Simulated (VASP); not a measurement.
# SnSe (Fm-3m) in VASP: notebook

Aim: see how the results for SnSe move with the level of theory and the settings. Levels: PBEsol, PBE-based screened hybrid, PBE-based global hybrid. Tasks: single point.

Everything below comes from runs of VASP 6.6.1. Logs are shortened: lines on timing, memory, paths and dates and some standing lists are left out, and cuts for length are marked.

## (1) The cell of the first run

The structure is cubic, space group Fm-3m (No. 225). Conventional cell: a = 6.004 Å, b = 6.004 Å, c = 6.004 Å, α = 90.00°, β = 90.00°, γ = 90.00°. Within 4.0 Å of Sn (site symmetry m-3m) lie 6 Se at 3.00 Å. Se (site symmetry m-3m) has 6 Sn at 3.00 Å within 4.0 Å.

## (2) Single point, PBEsol

File INCAR:

```
SYSTEM = SnSe
ALGO = Normal
EDIFF = 1E-6
ENCUT = 520
GGA = PS
ISIF = 2
ISMEAR = 0
LASPH = .TRUE.
LCHARG = .FALSE.
LREAL = .FALSE.
LWAVE = .FALSE.
NBANDS = 17
NELM = 80
PREC = Accurate
SIGMA = 0.01
```

File KPOINTS:

```
k-points
0
G
  6 6 6
  0 0 0
```

File POSCAR:

```
SnSe
1.0
    0.0000000000      3.0021131514      3.0021131514
    3.0021131514      0.0000000000      3.0021131514
    3.0021131514      3.0021131514      0.0000000000
Sn Se
1 1
Direct
    0.0000000000      0.0000000000      0.0000000000
    0.5000000000      0.5000000000      0.5000000000
```

Potentials or basis: VASP PAW PBE potentials, release 64 (Sn_d, Se).

The run is started by

```sh
$ cat potpaw_PBE.64/Sn_d/POTCAR potpaw_PBE.64/Se/POTCAR > POTCAR
$ mpirun -np 1 vasp_std > vasp.out
```

OUTCAR:

```text
SYSTEM = SnSe
   EDIFF = 1E-6
   ENCUT = 520
   GGA = PS
   ISIF = 2
   ISMEAR = 0
   LASPH = .TRUE.
   LREAL = .FALSE.
   NELM = 80
   PREC = Accurate

 ion  position               nearest neighbor table
   1  0.000  0.000  0.000-   2 3.00   2 3.00   2 3.00   2 3.00   2 3.00   2 3.00
   2  0.500  0.500  0.500-   1 3.00   1 3.00   1 3.00   1 3.00   1 3.00   1 3.00

  LATTYP: Found a face centered cubic cell.
 ALAT       =     6.0042263028

  Lattice vectors:

 A1 = (   0.0000000000,   3.0021131514,   3.0021131514)
 A2 = (   3.0021131514,   0.0000000000,   3.0021131514)
 A3 = (   3.0021131514,   3.0021131514,   0.0000000000)

Analysis of symmetry for initial positions (statically):
=====================================================================
 Subroutine PRICEL returns:
 Original cell was already a primitive cell.

 Routine SETGRP: Setting up the symmetry group for a
 face centered cubic supercell.

 Subroutine GETGRP returns: Found 48 space group operations
 (whereof 48 operations were pure point group operations)
 out of a pool of 48 trial point group operations.

The static configuration has the point symmetry O_h .

Analysis of symmetry for dynamics (positions and initial velocities):
=====================================================================
 Subroutine PRICEL returns:
 Original cell was already a primitive cell.

 Routine SETGRP: Setting up the symmetry group for a
 face centered cubic supercell.

 Subroutine GETGRP returns: Found 48 space group operations
 (whereof 48 operations were pure point group operations)
 out of a pool of 48 trial point group operations.

The dynamic configuration has the point symmetry O_h .

 Subroutine INISYM returns: Found 48 space group operations
 (whereof 48 operations are pure point group operations),
 and found     1 'primitive' translations

----------------------------------------------------------------------------------------

                                     Primitive cell

  volume of cell :      54.1142

  direct lattice vectors                    reciprocal lattice vectors
     0.000000000  3.002113151  3.002113151    -0.166549352  0.166549352  0.166549352
     3.002113151  0.000000000  3.002113151     0.166549352 -0.166549352  0.166549352
     3.002113151  3.002113151  0.000000000     0.166549352  0.166549352 -0.166549352

  length of vectors
     4.245629134  4.245629134  4.245629134     0.288471940  0.288471940  0.288471940

  position of ions in fractional coordinates (direct lattice)
     0.000000000  0.000000000  0.000000000
     0.500000000  0.500000000  0.500000000

  ion indices of the primitive-cell ions
[... 66 lines left out ...]
   EDIFF  = 0.1E-05   stopping-criterion for ELM
   LREAL  =      F    real-space projection
   EDIFFG = 0.1E-04   stopping-criterion for IOM
   NSW    =      0    number of steps for IOM
   IBRION =     -1    ionic relax: 0-MD 1-quasi-New 2-CG
   NFREE  =      0    steps in history (QN), initial steepest desc. (CG)
   ISIF   =      2    stress and relaxation
   ISYM   =      2    0-nonsym 1-usesym 2-fastsym
   POTIM  = 0.5000    time-step for ionic-motion
   TEBEG  =    0.0;   TEEND  =   0.0 temperature during run
   PSTRESS=    0.0 pullay stress
   NELECT =      20.0000    total number of electrons
   NUPDOWN=      -1.0000    fix difference up-down
   EMIN   =  10.00;   EMAX   =-10.00  energy-range for DOS
   EFERMI =   0.00;   METHOD = LEGACY
   ISMEAR =     0;   SIGMA  =   0.01  broadening in eV -4-tet -1-fermi 0-gaus
   EFERMI_NEDOS =   21; number of points for ismear=-14 and -15
   IALGO  =     38    algorithm
   IMIX   =      4    mixing-type and parameters
     AMIX     =   0.40;   BMIX     =  1.00
     AMIX_MAG =   1.60;   BMIX_MAG =  1.00
  volume/ion in A,a.u.               =      27.06       182.59
  Fermi-wavevector in a.u.,A,eV,Ry     =   1.174846  2.220138 18.779634  1.380264
  Thomas-Fermi vector in A             =   2.311237
   LORBIT       =      0    0 simple, 1 ext, 2 COOP (PROOUT), +10 PAW based schemes
   GGA     = PS    functional components
   LHFCALC =     F    Hartree Fock is set to
   AEXX    =    0.0000 exact exchange contribution
   IVDW    =     0    specifies the selected vdW correction
   LEPSILON=     F    determine dielectric tensor
   LRPA    =     F    only Hartree local field effects (RPA)
 non-spin polarized calculation
 Gauss-broadening in eV      SIGMA  =   0.01
  energy-cutoff  :      520.00
  volume of cell :       54.11
 maximum number of plane-waves:      1470
   NGX = 15   NGY = 15   NGZ = 15

 number of electron      20.0000007 magnetization

 Free energy of the ion-electron system (eV)
  ---------------------------------------------------
  ext. energy  EPLUGINS =         0.00000000
  ---------------------------------------------------
  free energy    TOTEN  =        -8.99807337 eV

  energy without entropy =       -8.99807337  energy(sigma->0) =       -8.99807337

 E-fermi :   5.5551     XC(G=0):  -9.8172

 val. band max:        5.4326510120   @ k =   0.5000   0.0000   0.0000
 cond. band min:       6.1127771106   @ k =   0.5000   0.0000   0.0000
 fundamental gap:      0.6801260985
 Fermi energy:         5.5551283385

 k-point     1 :       0.0000    0.0000    0.0000
  band No.  band energies     occupation
      1     -15.9624      2.00000
      2     -15.9624      2.00000
      3     -15.9623      2.00000
      4     -15.9623      2.00000
      5     -15.9623      2.00000
      6      -8.4184      2.00000
[... 297 lines left out ...]
      4     -15.9502      2.00000
      5     -15.9437      2.00000
      6      -7.1561      2.00000
[... 9 lines left out ...]
     16      16.6977      0.00000
     17      18.2510      0.00000

------------------------ aborting loop because EDIFF is reached ----------------------------------------

  FORCE on cell =-STRESS in cart. coord.  units (eV):
  Direction    XX          YY          ZZ          XY          YZ          ZX
  --------------------------------------------------------------------------------------
  -------------------------------------------------------------------------------------
  Total       -0.6340563     -0.6340563     -0.6340563      0.0000000      0.0000000      0.0000000
  in kB      -18.7727214    -18.7727214    -18.7727214      0.0000000      0.0000000      0.0000000
  external PRESSURE =     -18.7727214 kB  Pullay stress =       0.0000000 kB

 VOLUME and BASIS-vectors are now :
 -----------------------------------------------------------------------------
  energy-cutoff  :      520.00
  volume of cell :       54.11
      direct lattice vectors                 reciprocal lattice vectors
     0.000000000  3.002113151  3.002113151    -0.166549352  0.166549352  0.166549352
     3.002113151  0.000000000  3.002113151     0.166549352 -0.166549352  0.166549352
     3.002113151  3.002113151  0.000000000     0.166549352  0.166549352 -0.166549352

 POSITION                                       TOTAL-FORCE (eV/Angst)
 -----------------------------------------------------------------------------------
      0.00000      0.00000      0.00000        -0.000000     -0.000000      0.000000
      3.00211      3.00211      3.00211         0.000000      0.000000     -0.000000
 -----------------------------------------------------------------------------------
    total drift:                                0.000000     -0.000000     -0.000000

  FREE ENERGIE OF THE ION-ELECTRON SYSTEM (eV)
  ---------------------------------------------------
  free  energy   TOTEN  =        -8.9980733734 eV

  energy  without entropy=       -8.9980733734  energy(sigma->0) =       -8.99807337
```

stdout:

```text
POSCAR found type information on POSCAR SnSe
 POSCAR found :  2 types and       2 ions
 scaLAPACK will be used
 -----------------------------------------------------------------------------
|                                                                             |
|                                                                             |
|     You enforced a specific xc type in the INCAR file but a different       |
|     I HOPE YOU KNOW WHAT YOU ARE DOING!                                     |
|                                                                             |
 -----------------------------------------------------------------------------

 LDA part: xc-table for (Slater+PW92), standard interpolation
 POSCAR, INCAR and KPOINTS ok, starting setup
 FFT: planning ... GRIDC
 FFT: planning ... GRID_SOFT
 FFT: planning ... GRID
 WAVECAR not read
 entering main loop
```

It took 7.8 s on 1 thread of Intel Xeon Platinum 8488C (Sapphire Rapids), shared host; peak memory 0.17 GiB.

Results:

```yaml
Free_energy: -8.9981 eV
Pressure: -1.9 GPa
Band_gap_on_the_k_mesh: 0.68 eV, direct
```

Caveat: the PAW data sets were made with another functional, which shifts forces and pressure a little; spin-orbit coupling is left out, which moves the levels of the heavy elements.

## (3) Single point, PBE-based screened hybrid

POSCAR is that of step 2.

File INCAR.step1:

```
SYSTEM = SnSe
PREC     = Accurate       ! precision mode
ENCUT    = 520            ! plane-wave cutoff, eV
EDIFF    = 1E-5           ! SCF threshold, eV
ISMEAR   = 0              ! smearing method
SIGMA    = 0.01           ! smearing width, eV
LREAL    = .False.        ! projectors in reciprocal space
LASPH    = .True.         ! aspherical terms in the spheres
NELM     = 60             ! most SCF steps
ALGO     = Normal         ! electronic algorithm
ISIF     = 2              ! what is computed and relaxed
LWAVE    = .True.         ! write WAVECAR
GGA      = PE             ! functional
NBANDS   = 17             ! bands
```

File INCAR.step2:

```
SYSTEM = SnSe
PREC     = Accurate       ! precision mode
ENCUT    = 520            ! plane-wave cutoff, eV
EDIFF    = 1E-6           ! SCF threshold, eV
ISMEAR   = 0              ! smearing method
SIGMA    = 0.01           ! smearing width, eV
LREAL    = .False.        ! projectors in reciprocal space
LASPH    = .True.         ! aspherical terms in the spheres
NELM     = 60             ! most SCF steps
ALGO     = Normal         ! electronic algorithm
ISIF     = 2              ! what is computed and relaxed
LWAVE    = .False.        ! write WAVECAR
LCHARG   = .True.         ! write CHGCAR
GGA      = PE             ! functional
LHFCALC  = .True.         ! exact exchange
AEXX     = 1.0            ! exact-exchange fraction
HFSCREEN = 0.3            ! screening, 1/A
PRECFOCK = Normal       
LELF     = .True.         ! ELF
LVHAR    = .True.       
ISTART   = 1            
NBANDS   = 17             ! bands
ALDAC    = 1.0          
AGGAC    = 1.0
```

File KPOINTS:

```
regular mesh
0
Gamma
  4 4 4
  0 0 0
```

Potentials or basis: VASP PAW PBE potentials, release 64 (Sn_d, Se).

The run is started by

```sh
$ cat potpaw_PBE.64/Sn_d/POTCAR potpaw_PBE.64/Se/POTCAR > POTCAR
$ cp INCAR.step1 INCAR
$ mpirun -np 1 vasp_std > vasp.out
$ cp INCAR.step2 INCAR
$ mpirun -np 1 vasp_std > vasp.out
```

Run time: 7 min. Hardware: 1 thread of Intel Xeon Platinum 8488C (Sapphire Rapids), shared host; peak memory 0.28 GiB.

It converged, with:

| Quantity | Value |
| --- | --- |
| Free energy | -13.6794 eV |
| Pressure | -4.6 GPa |
| Band gap on the k mesh | 0.12 eV, direct |

Levels at points of the mesh, in eV from the valence-band top:
```csv
k point,band 6,band 7,band 8,band 9,band 10,band 11,band 12,band 13,band 14,band 15
"(0.00, 0.00, 0.00)",-20.47,-6.81,-4.54,-4.54,-4.54,5.70,5.70,5.70,6.60,6.60
"(0.50, 0.00, 0.00)",-19.12,-12.01,-4.35,-4.35,0.00,0.12,1.49,1.49,9.54,11.90
"(0.50, 0.50, 0.00)",-18.71,-8.84,-8.44,-6.40,-6.40,3.14,6.99,6.99,7.66,12.07
```

Caveat: the k points lie up to 0.45 Å⁻¹ apart; the PAW data sets were made with another functional, which shifts forces and pressure a little; spin-orbit coupling is left out, which moves the levels of the heavy elements. A k mesh can miss the band edges.

## (4) Single point, PBE-based global hybrid

POSCAR is that of step 3.

File INCAR.step1:

```
PREC = Accurate ; ENCUT = 520
EDIFF = 1E-5 ; ISMEAR = 0
SIGMA = 0.01 ; LREAL = F
LASPH = T ; NELM = 60
ALGO = Normal ; ISIF = 2
LWAVE = T ; LCHARG = F
NBANDS = 17 ; GGA = PE
```

File INCAR.step2:

```
PREC = Accurate ; ENCUT = 520
EDIFF = 1E-7 ; ISMEAR = 0
SIGMA = 0.01 ; LREAL = F
LASPH = T ; NELM = 60
ALGO = Normal ; ISIF = 2
LWAVE = F ; LCHARG = F
GGA = PE ; LHFCALC = T
AEXX = 0.35 ; PRECFOCK = Normal
NBANDS = 17 ; ISTART = 1
```

File KPOINTS:

```
regular mesh
0
Gamma
  4 4 4
```

Potentials or basis: VASP PAW PBE potentials, release 64 (Sn_d, Se).

The run is started by

```sh
$ cat potpaw_PBE.64/Sn_d/POTCAR potpaw_PBE.64/Se/POTCAR > POTCAR
$ cp INCAR.step1 INCAR
$ mpirun -np 1 vasp_std > vasp.out
$ cp INCAR.step2 INCAR
$ mpirun -np 1 vasp_std > vasp.out
```

OUTCAR:

```text
PREC = Accurate
   ENCUT = 520
   EDIFF = 1E-7
   ISMEAR = 0
   LREAL = F
   LASPH = T
   NELM = 60
   ISIF = 2
   GGA = PE
   LHFCALC = T
   AEXX = 0.35
   PRECFOCK = Normal
   ISTART = 1

 ion  position               nearest neighbor table
   1  0.000  0.000  0.000-   2 3.00   2 3.00   2 3.00   2 3.00   2 3.00   2 3.00
   2  0.500  0.500  0.500-   1 3.00   1 3.00   1 3.00   1 3.00   1 3.00   1 3.00

  LATTYP: Found a face centered cubic cell.
 ALAT       =     6.0042263028

  Lattice vectors:

 A1 = (   0.0000000000,   3.0021131514,   3.0021131514)
 A2 = (   3.0021131514,   0.0000000000,   3.0021131514)
 A3 = (   3.0021131514,   3.0021131514,   0.0000000000)

Analysis of symmetry for initial positions (statically):
=====================================================================
 Subroutine PRICEL returns:
 Original cell was already a primitive cell.

 Routine SETGRP: Setting up the symmetry group for a
 face centered cubic supercell.

[... 152 lines left out ...]
  ---------------------------------------------------
  free energy    TOTEN  =       -11.88078632 eV

  energy without entropy =      -11.88078632  energy(sigma->0) =      -11.88078632

 E-fermi :   5.4403     XC(G=0):  -6.8497

 val. band max:        5.2969900413   @ k =   0.5000   0.0000   0.0000
 cond. band min:       6.5715972123   @ k =   0.5000   0.0000   0.0000
 fundamental gap:      1.2746071710
 Fermi energy:         5.4402840437

 k-point     1 :       0.0000    0.0000    0.0000
  band No.  band energies     occupation
      1     -20.0346      2.00000
      2     -20.0346      2.00000
      3     -20.0238      2.00000
      4     -20.0238      2.00000
      5     -20.0238      2.00000
      6     -11.3606      2.00000
[... 137 lines left out ...]
      4     -20.0185      2.00000
      5     -20.0056      2.00000
      6      -9.8824      2.00000
[... 9 lines left out ...]
     16      18.4740      0.00000
     17      20.0030      0.00000

------------------------ aborting loop because EDIFF is reached ----------------------------------------

  FORCE on cell =-STRESS in cart. coord.  units (eV):
  Direction    XX          YY          ZZ          XY          YZ          ZX
  --------------------------------------------------------------------------------------
  -------------------------------------------------------------------------------------
  Total       -0.7483354     -0.7483354     -0.7483354     -0.0000000      0.0000000      0.0000000
  in kB      -22.1562208    -22.1562208    -22.1562208     -0.0000000      0.0000000      0.0000000
  external PRESSURE =     -22.1562208 kB  Pullay stress =       0.0000000 kB

 VOLUME and BASIS-vectors are now :
 -----------------------------------------------------------------------------
  energy-cutoff  :      520.00
  volume of cell :       54.11
      direct lattice vectors                 reciprocal lattice vectors
     0.000000000  3.002113151  3.002113151    -0.166549352  0.166549352  0.166549352
     3.002113151  0.000000000  3.002113151     0.166549352 -0.166549352  0.166549352
     3.002113151  3.002113151  0.000000000     0.166549352  0.166549352 -0.166549352

 POSITION                                       TOTAL-FORCE (eV/Angst)
 -----------------------------------------------------------------------------------
      0.00000      0.00000      0.00000        -0.000000      0.000000     -0.000000
      3.00211      3.00211      3.00211         0.000000     -0.000000      0.000000
 -----------------------------------------------------------------------------------
    total drift:                                0.000001      0.000001      0.000001

  FREE ENERGIE OF THE ION-ELECTRON SYSTEM (eV)
  ---------------------------------------------------
  free  energy   TOTEN  =       -11.8807863225 eV

  energy  without entropy=      -11.8807863225  energy(sigma->0) =      -11.88078632
```

OSZICAR.step1:

```text
N       E                     dE             d eps       ncg     rms          rms(c)
DAV:   1     0.136009627236E+03    0.13601E+03   -0.97112E+03   280   0.145E+03
DAV:   2     0.505590019473E+01   -0.13095E+03   -0.12688E+03   304   0.357E+02
DAV:   3    -0.807557500384E+01   -0.13131E+02   -0.13063E+02   315   0.973E+01
DAV:   4    -0.841574849449E+01   -0.34017E+00   -0.34002E+00   341   0.168E+01
DAV:   5    -0.842385233420E+01   -0.81038E-02   -0.81031E-02   382   0.251E+00    0.335E+00
DAV:   6    -0.826768614525E+01    0.15617E+00   -0.39149E-01   386   0.376E+00    0.204E+00
DAV:   7    -0.826548352510E+01    0.22026E-02   -0.70512E-02   342   0.126E+00    0.926E-01
DAV:   8    -0.826651303422E+01   -0.10295E-02   -0.69875E-03   334   0.717E-01    0.785E-02
DAV:   9    -0.826643909583E+01    0.73938E-04   -0.10272E-03   388   0.254E-01    0.428E-02
DAV:  10    -0.826647359164E+01   -0.34496E-04   -0.11622E-04   341   0.645E-02    0.125E-02
DAV:  11    -0.826647676146E+01   -0.31698E-05   -0.90772E-06   266   0.243E-02
   1 F= -.82664768E+01 E0= -.82664768E+01  d E =-.437688E-16
```

Wall time 8.6 min (1 thread of Intel Xeon Platinum 8488C (Sapphire Rapids), shared host); peak memory 0.18 GiB.

Results:

```yaml
Free_energy: -11.8808 eV
Pressure: -2.2 GPa
Band_gap_on_the_k_mesh: 1.27 eV, direct
```

Levels at points of the mesh, in eV from the valence-band top:
```
           k point  band 8  band 9  band 10  band 11  band 12  band 13
(0.00, 0.00, 0.00)   -3.25   -3.25    -3.25     5.97     5.97     5.97
(0.50, 0.00, 0.00)   -2.98   -2.98     0.00     1.27     2.32     2.32
(0.50, 0.50, 0.00)   -7.10   -4.92    -4.92     4.07     7.13     7.13
```

Caveat: the k points lie up to 0.45 Å⁻¹ apart; the PAW data sets were made with another functional, which shifts forces and pressure a little; spin-orbit coupling is left out, which moves the levels of the heavy elements. A k mesh can miss the band edges.

## (5) Summary

| level | k mesh | grid for exact exchange (PRECFOCK) | share of exact exchange | screening parameter | gap on the mesh (eV) | pressure (GPa) |
| --- | --- | --- | --- | --- | --- | --- |
| PBEsol | 6 × 6 × 6 | - | - | - | 0.68 | -1.9 |
| PBE-based screened hybrid | 4 × 4 × 4 | Normal | 1 | 0.3 1/Å | 0.12 | -4.6 |
| PBE-based global hybrid | 4 × 4 × 4 | Normal | 0.35 | - | 1.27 | -2.2 |

Alike in all rows: task single point; potentials or basis VASP PAW PBE potentials, release 64 (Sn_d, Se); no spin polarisation; cell as given; cutoff (eV) 520; smearing gaussian 0.01 eV.

Caveats: some runs use coarse meshes; the PAW data sets were made with another functional, which shifts forces and pressure a little; spin-orbit coupling is left out, which moves the levels of the heavy elements.

Absolute energies hang on the potentials; compare differences alone.
